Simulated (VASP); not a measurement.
Write the native input for VASP 6.6.1 that does the following.

| Quantity | Value |
| --- | --- |
| Task | relaxation of cell and atoms |
| Functional | PBE |
| Potentials or basis | VASP PAW PBE potentials, release 64 (Te) |
| Cutoff | 600 eV |
| k mesh | 15 × 15 × 8 |
| Occupations | fermi-dirac, width 0.08 eV |
| Spin | no spin polarisation |
| Target pressure | 87 GPa |
| Dipole correction | no |
| Further INCAR settings | ALGO = Normal; EDIFF = 1e-06; IBRION = 2; EDIFFG = -0.005; NSW = 60; ISIF = 3 |

The structure of Te lies in POSCAR:

```
Te
1.0
    2.9145063253      0.0000000000      0.0000000000
   -1.4572531627      2.5240365172      0.0000000000
    0.0000000000      0.0000000000      4.7215002470
Te
2
Direct
    0.3333333333      0.6666666667      0.2500000000
    0.6666666667      0.3333333333      0.7500000000
```

This isn't the form of Te at room conditions, which is trigonal, of chains.

The input as run:

INCAR

```
PREC     = Accurate       # precision mode
ENCUT    = 600            # plane-wave cutoff, eV
EDIFF    = 1E-6           # SCF threshold, eV
ISMEAR   = -1             # smearing method
SIGMA    = 0.08           # smearing width, eV
LREAL    = False          # projectors in reciprocal space
LASPH    = True           # aspherical terms in the spheres
NELM     = 60             # most SCF steps
ALGO     = Normal         # electronic algorithm
ISIF     = 3              # what is computed and relaxed
LWAVE    = False          # write WAVECAR
LCHARG   = False          # write CHGCAR
GGA      = PE             # functional
IBRION   = 2              # ionic algorithm
NSW      = 60             # ionic steps
EDIFFG   = -0.005         # ionic threshold
PSTRESS  = 870.0
```

KPOINTS

```
Automatic mesh
0
Gamma
  15 15 8
```

Potentials or basis: VASP PAW PBE potentials, release 64 (Te).

The run is started by

```bash
$ cat potpaw_PBE.64/Te/POTCAR > POTCAR
$ mpirun -np 1 vasp_std > vasp.out
```

Results of the run:

The relaxed volume is 17.27 Å³/atom and the relaxed cell is a = 2.952 Å, b = 2.952 Å, c = 4.575 Å, α = 90.00°, β = 90.00°, γ = 120.00°. The space group after relaxing (to 0.1 Å) is P6_3/mmc (No. 194), the energy change on relaxing (the run minimises the enthalpy) is +33.3 meV/atom and the ionic steps are 12. The pressure after relaxing is 87.0 GPa. The band gap on the k mesh is zero (bands 6 and 7 overlap by 8.81 eV).

Caveat: the cell is relaxed towards a set pressure, so the run minimises the enthalpy, not the energy; spin-orbit coupling is left out, which moves the levels of the heavy elements.

Run time: 110 s on 1 thread of AMD EPYC 9R45 (Zen 5), on a shared host, peak memory 0.17 GiB.
